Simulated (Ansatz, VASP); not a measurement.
One calculation of Si4N, two programs

The input INCAR:

```
SYSTEM = Si4N
  ALGO = Normal
  DIPOL = 0.5 0.5 0.379
  EDIFF = 1E-6
  ENCUT = 520
  GGA = PE
  IDIPOL = 3
  ISIF = 2
  ISMEAR = 0
  IVDW = 12
  LASPH = .TRUE.
  LCHARG = .FALSE.
  LDIPOL = .TRUE.
  LREAL = .FALSE.
  LWAVE = .FALSE.
  NBANDS = 32
  NELM = 100
  PREC = Accurate
  SIGMA = 0.05
```

The input KPOINTS:

```
k-points
0
G
  9 9 1
  0 0 0
```

Contents of POSCAR:

```
Si4N
1.0
    3.8155170209      0.0000000000      0.0000000000
   -1.9077585104      3.3043346686      0.0000000000
    0.0000000000      0.0000000000     28.9874813843
Si N
8 2
Direct
    0.6666666667      0.3333333333      0.1379906018
    0.3333333333      0.6666666667      0.1654736894
    0.3333333333      0.6666666667      0.2468813277
    0.6666666667      0.3333333333      0.2743644153
    0.6666666667      0.3333333333      0.3556303104
    0.3333333333      0.6666666667      0.3827070033
    0.3333333333      0.6666666667      0.4657581680
    0.6666666667      0.3333333333      0.4894347735
    0.6666666667      0.5000000000      0.6170760801
    0.6666666667      0.5000000000      0.6550234956
```

Input for Ansatz:

```yaml
crystal:
  lattice:
    - [3.8155170209, 0.0, 0.0]
    - [-1.9077585104, 3.3043346686, 0.0]
    - [0.0, 0.0, 28.9874813843]
  atoms:
    - { symbol: Si, position: [0.6666666667, 0.3333333333, 0.1379906018] }
    - { symbol: Si, position: [0.3333333333, 0.6666666667, 0.1654736894] }
    - { symbol: Si, position: [0.3333333333, 0.6666666667, 0.2468813277] }
    - { symbol: Si, position: [0.6666666667, 0.3333333333, 0.2743644153] }
    - { symbol: Si, position: [0.6666666667, 0.3333333333, 0.3556303104] }
    - { symbol: Si, position: [0.3333333333, 0.6666666667, 0.3827070033] }
    - { symbol: Si, position: [0.3333333333, 0.6666666667, 0.465758168] }
    - { symbol: Si, position: [0.6666666667, 0.3333333333, 0.4894347735] }
    - { symbol: "N", position: [0.6666666667, 0.5, 0.6170760801] }
    - { symbol: "N", position: [0.6666666667, 0.5, 0.6550234956] }
basis:
  ecutwfc: 420
kpoints:
  mp_grid: { grid: [9, 9, 1] }
hamiltonian:
  xc: pbe
  pseudopotentials: { kind: paw, azcp: { folder: soft_1 } }
  dispersion: d3bj
scf:
  occupations: { method: gaussian, width: 0.05 }
output:
  forces: true
  eigenvalues: true
efield:
  axis: 3
  dipole_correction: true
  ramp_width: 0.04
```

Alike in both runs: task single point; functional PBE; dispersion D3(BJ); k mesh 9 × 9 × 1; occupations gaussian, width 0.05 eV; no spin polarisation.

|  | VASP | Ansatz |
| --- | --- | --- |
| version | VASP 6.6.1 | Ansatz 0.2.0 |
| potentials or method | VASP PAW PBE potentials, release 64 (Si, N), cutoff 520 eV | scalar-relativistic, plane waves, PAW |
| valence electrons in the cell | 42 | 42 |

VASP gave:

| Quantity | Value |
| --- | --- |
| gap on the k mesh at the Fermi level (eV) | none |
| rms of the force components (eV/Å) | 0.573 |

Question: Which values does Ansatz return?

Answer: gap on the k mesh at the Fermi level (eV): none; rms of the force components (eV/Å): 0.176.

Atom by atom the forces differ by 0.465 eV/Å (rms over components). A gap of «none» marks a metal or a gap that the smearing closes. One of these differences is far larger than is usual between the two programs; its cause wasn't traced.

Noted on VASP's run: the standard files for N, O and F lose accuracy on very short bonds.
